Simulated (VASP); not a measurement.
# CsH (Imm2) in VASP: a series of runs, part 3 of 3

VASP 6.6.1. The steps go on from the part before.

## (4) Single point, LDA

INCAR

```
SYSTEM = CsH
ALGO = Normal
EDIFF = 1E-6
ENCUT = 500
GGA = CA
GGA_COMPAT = .False.
ISIF = 2
ISMEAR = 0
LASPH = .True.
LCHARG = .False.
LREAL = .False.
LWAVE = .False.
NBANDS = 12
NELM = 120
PREC = Accurate
SIGMA = 0.01
```

KPOINTS

```
k-points
0
Gamma
  4 4 4
  0 0 0
```

POSCAR

```
CsH
1.0
    0.0000000000      3.1880000000      3.1880000000
    3.1880000000      0.0000000000      3.1880000000
    3.1880000000      3.1880000000      0.0000000000
Cs H
1 1
Direct
    0.0000000000      0.0200000000      0.0000000000
    0.5000000000      0.5000000000      0.5000000000
```

Potentials or basis: VASP PAW LDA potentials, release 64 (Cs_sv, H).

Started as:

```
> cat potpaw_LDA.64/Cs_sv/POTCAR potpaw_LDA.64/H/POTCAR > POTCAR
> mpirun -np 1 vasp_std > vasp.out
```

OUTCAR:

```text
SYSTEM = CsH
   EDIFF = 1E-6
   ENCUT = 500
   GGA = CA
   ISIF = 2
   ISMEAR = 0
   LASPH = .True.
   LREAL = .False.
   NELM = 120
   PREC = Accurate

 ion  position               nearest neighbor table
   1  0.000  0.020  0.000-
   2  0.500  0.500  0.500-

  LATTYP: Found a face centered cubic cell.
 ALAT       =     6.3760000000

  Lattice vectors:

 A1 = (   0.0000000000,   3.1880000000,   3.1880000000)
 A2 = (   3.1880000000,   0.0000000000,   3.1880000000)
 A3 = (   3.1880000000,   3.1880000000,   0.0000000000)

Analysis of symmetry for initial positions (statically):
=====================================================================
 Subroutine PRICEL returns:
 Original cell was already a primitive cell.

 Routine SETGRP: Setting up the symmetry group for a
 face centered cubic supercell.

 Subroutine GETGRP returns: Found  4 space group operations
 (whereof  4 operations were pure point group operations)
 out of a pool of 48 trial point group operations.

The static configuration has the point symmetry C_2v.

[... 162 lines left out ...]
  band No.  band energies     occupation
      1     -21.4153      2.00000
      2      -7.8638      2.00000
      3      -7.8631      2.00000
      4      -7.8622      2.00000
      5      -1.8341      2.00000
      6       5.0126      0.00000
      7       5.0127      0.00000
      8       5.0147      0.00000
      9       5.6877      0.00000
     10       6.8238      0.00000
     11       6.8256      0.00000
     12       8.5444      0.00000
[... 241 lines left out ...]
 k-point    18 :       0.2500   -0.2500    0.5000
  band No.  band energies     occupation
      1     -21.3093      2.00000
      2      -8.3884      2.00000
      3      -8.3881      2.00000
      4      -8.1920      2.00000
      5      -0.7260      2.00000
      6       3.9294      0.00000
      7       3.9302      0.00000
      8       5.0053      0.00000
      9       8.2505      0.00000
     10       8.7717      0.00000
     11       8.7925      0.00000
     12       8.8027      0.00000

------------------------ aborting loop because EDIFF is reached ----------------------------------------

  FORCE on cell =-STRESS in cart. coord.  units (eV):
  Direction    XX          YY          ZZ          XY          YZ          ZX
  --------------------------------------------------------------------------------------
  -------------------------------------------------------------------------------------
  Total       -0.4865542     -0.5029376     -0.4865542      0.0000000      0.0000000     -0.0027884
  in kB      -12.0297577    -12.4348276    -12.0297577      0.0000000      0.0000000     -0.0689415
  external PRESSURE =     -12.1647810 kB  Pullay stress =       0.0000000 kB

 VOLUME and BASIS-vectors are now :
 -----------------------------------------------------------------------------
  energy-cutoff  :      500.00
  volume of cell :       64.80
      direct lattice vectors                 reciprocal lattice vectors
     0.000000000  3.188000000  3.188000000    -0.156838143  0.156838143  0.156838143
     3.188000000  0.000000000  3.188000000     0.156838143 -0.156838143  0.156838143
     3.188000000  3.188000000  0.000000000     0.156838143  0.156838143 -0.156838143

 POSITION                                       TOTAL-FORCE (eV/Angst)
 -----------------------------------------------------------------------------------
      0.06376      0.00000      0.06376        -0.028421      0.000000     -0.028421
      3.18800      3.18800      3.18800         0.028421      0.000000      0.028421
 -----------------------------------------------------------------------------------
    total drift:                                0.000022     -0.000000      0.000022

  FREE ENERGIE OF THE ION-ELECTRON SYSTEM (eV)
  ---------------------------------------------------
  free  energy   TOTEN  =        -4.8880148601 eV

  energy  without entropy=       -4.8880148601  energy(sigma->0) =       -4.88801486
```

OSZICAR:

```text
N       E                     dE             d eps       ncg     rms          rms(c)
DAV:   1     0.417433781593E+02    0.41743E+02   -0.40358E+03   432   0.662E+02
DAV:   2    -0.242862794892E+01   -0.44172E+02   -0.42127E+02   528   0.113E+02
DAV:   3    -0.565076100986E+01   -0.32221E+01   -0.32171E+01   552   0.332E+01
DAV:   4    -0.567715033859E+01   -0.26389E-01   -0.26386E-01   492   0.336E+00
DAV:   5    -0.567726927223E+01   -0.11893E-03   -0.11893E-03   560   0.237E-01    0.351E+00
DAV:   6    -0.502289996643E+01    0.65437E+00   -0.48848E-01   448   0.267E+00    0.145E+00
DAV:   7    -0.488162054839E+01    0.14128E+00   -0.49974E-01   464   0.235E+00    0.585E-01
DAV:   8    -0.489376903980E+01   -0.12148E-01   -0.53366E-02   460   0.970E-01    0.308E-01
DAV:   9    -0.488788518930E+01    0.58839E-02   -0.10219E-02   488   0.419E-01    0.307E-02
DAV:  10    -0.488804119399E+01   -0.15600E-03   -0.17223E-03   448   0.150E-01    0.366E-02
DAV:  11    -0.488801687258E+01    0.24321E-04   -0.14358E-04   492   0.443E-02    0.107E-02
DAV:  12    -0.488801487241E+01    0.20002E-05   -0.15367E-05   476   0.172E-02    0.128E-03
DAV:  13    -0.488801486013E+01    0.12273E-07   -0.13703E-06   452   0.501E-03
   1 F= -.48880149E+01 E0= -.48880149E+01  d E =-.224041E-75
```

stdout:

```text
POSCAR found type information on POSCAR CsH
 POSCAR found :  2 types and       2 ions
 scaLAPACK will be used
 LDA part: xc-table for (Slater(with rela. corr.)+CA(PZ))
 , standard interpolation
 POSCAR, INCAR and KPOINTS ok, starting setup
 FFT: planning ... GRIDC
 FFT: planning ... GRID_SOFT
 FFT: planning ... GRID
 WAVECAR not read
 entering main loop
```

Run time: 19 s. Hardware: 1 thread of Intel Xeon 8259CL, shared host; peak memory 0.17 GiB.

What came out:

```yaml
Free_energy: -4.8880 eV
Pressure: -1.2 GPa
Largest_force: 0.040 eV/Å
Band_gap_on_the_k_mesh: 1.93 eV
```

Forces in eV/Å, atoms in the order of the input:
```
Cs  -0.028  0.000 -0.028
H    0.028  0.000  0.028
```

Levels at points of the mesh, in eV from the valence-band top:
| k point | band 3 | band 4 | band 5 | band 6 | band 7 | band 8 |
| --- | --- | --- | --- | --- | --- | --- |
| (0.00, 0.00, 0.00) | -7.90 | -7.90 | -1.87 | 4.98 | 4.98 | 4.98 |
| (0.50, 0.00, 0.00) | -8.00 | -8.00 | 0.00 | 1.93 | 4.54 | 4.54 |
| (0.00, 0.50, 0.00) | -8.00 | -8.00 | -0.01 | 1.94 | 4.54 | 4.54 |
| (0.50, 0.50, 0.00) | -8.18 | -8.18 | -1.22 | 2.85 | 5.30 | 7.75 |
| (0.50, 0.00, 0.50) | -8.18 | -8.18 | -1.22 | 2.85 | 5.31 | 7.68 |

Caveat: the k points lie up to 0.43 Å⁻¹ apart; spin-orbit coupling is left out, which moves the levels of the heavy elements. Expect the measured gap to be larger: semilocal functionals such as LDA lack the derivative discontinuity.

## (5) Single point, LDA

INCAR

```
PREC = Accurate
ENCUT = 500
EDIFF = 1E-6
ISMEAR = 0
SIGMA = 0.01
LREAL = False
LASPH = True
NELM = 120
ALGO = Normal
ISIF = 2
LWAVE = False
LCHARG = True
LELF = True
LVHAR = True
NBANDS = 12
GGA_COMPAT = False
```

KPOINTS

```
Automatic mesh
0
Gamma
  4 4 4
```

Changes to POSCAR since step 4:

```diff
@@ -8,3 +8,3 @@
 Direct
-    0.0000000000      0.0200000000      0.0000000000
+    0.0000000000      0.0250000000      0.0000000000
     0.5000000000      0.5000000000      0.5000000000
```

Started as:

```
> cat potpaw_LDA.64/Cs_sv/POTCAR potpaw_LDA.64/H/POTCAR > POTCAR
> mpirun -np 1 vasp_std > vasp.out
```

It took 24 s on 1 thread of Intel Xeon 8259CL, shared host; peak memory 0.17 GiB.

It converged, with:

- Free energy: -4.8870 eV
- Pressure: -1.2 GPa
- Largest force: 0.051 eV/Å
- Band gap on the k mesh: 1.93 eV

Forces in eV/Å, atoms in the order of the input:
```
Cs  -0.036  0.000 -0.036
H    0.036  0.000  0.036
```

Levels at points of the mesh, in eV from the valence-band top:
| k point | band 1 | band 2 | band 3 | band 4 | band 5 | band 6 | band 7 | band 8 | band 9 | band 10 |
| --- | --- | --- | --- | --- | --- | --- | --- | --- | --- | --- |
| (0.00, 0.00, 0.00) | -21.45 | -7.90 | -7.90 | -7.90 | -1.87 | 4.98 | 4.98 | 4.98 | 5.65 | 6.79 |
| (0.50, 0.00, 0.00) | -21.37 | -8.77 | -8.00 | -8.00 | 0.00 | 1.93 | 4.55 | 4.55 | 7.00 | 8.19 |
| (0.00, 0.50, 0.00) | -21.37 | -8.77 | -8.00 | -7.99 | -0.01 | 1.95 | 4.54 | 4.54 | 6.98 | 8.19 |
| (0.50, 0.50, 0.00) | -21.35 | -8.65 | -8.18 | -8.18 | -1.22 | 2.85 | 5.30 | 7.72 | 8.08 | 8.23 |
| (0.50, 0.00, 0.50) | -21.35 | -8.65 | -8.18 | -8.18 | -1.22 | 2.85 | 5.31 | 7.62 | 8.07 | 8.27 |

Caveat: the k points lie up to 0.43 Å⁻¹ apart; spin-orbit coupling is left out, which moves the levels of the heavy elements. A k mesh can miss the band edges.

## (6) The runs side by side

```tsv
cell	gap on the mesh (eV)	pressure (GPa)	largest force (eV/Å)
as given, atomic positions A	1.93	-1.2	0.02
as given, atomic positions B	1.93	-1.2	0.03
as given, atomic positions C	1.93	-1.2	0.04
as given, atomic positions D	1.93	-1.2	0.05
```

Alike in all rows: task single point; level LDA; potentials or basis VASP PAW LDA potentials, release 64 (Cs_sv, H); no spin polarisation; k mesh 4 × 4 × 4; cutoff (eV) 500; smearing gaussian 0.01 eV.

Caveats: all runs use coarse meshes; spin-orbit coupling is left out, which moves the levels of the heavy elements.

Absolute energies hang on the potentials; compare differences alone.
